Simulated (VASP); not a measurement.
YSe, 2 atoms in the cell. Symmetry: Fm-3m, No. 225, cubic system. Conventional cell: a = 5.816 Å, b = 5.816 Å, c = 5.816 Å, α = 90.00°, β = 90.00°, γ = 90.00°. Within 3.8 Å of Y (site symmetry m-3m) lie 6 Se at 2.91 Å. Within 3.8 Å of Se (site symmetry m-3m) lie 6 Y at 2.91 Å. 

| Property | Result |
| --- | --- |
| Program | VASP 6.6.1 |
| Task | single point |
| Functional | r2SCAN |
| Potentials or basis | VASP PAW PBE potentials, release 64 (Y_sv, Se) |
| Cutoff | 520 eV |
| k mesh | 12 × 12 × 12 |
| Occupations | gaussian, width 0.1 eV |
| Spin | no spin polarisation |
| Dipole correction | no |
| Further INCAR settings | ALGO = Normal; EDIFF = 1e-06; NBANDS = 16 |

Potentials or basis: VASP PAW PBE potentials, release 64 (Y_sv, Se).

Launch:

```sh
$ cat potpaw_PBE.64/Y_sv/POTCAR potpaw_PBE.64/Se/POTCAR > POTCAR
$ cp INCAR.step1 INCAR
$ mpirun -np 1 vasp_std > vasp.out
$ cp INCAR.step2 INCAR
$ mpirun -np 1 vasp_std > vasp.out
```

Hardware: 1 thread of Intel Xeon 8259CL (shared host).

Estimate the wall time of this run.

Wall time 4.5 min on 1 thread of Intel Xeon 8259CL, on a shared host, peak memory 0.25 GiB. Counts: k points 72.
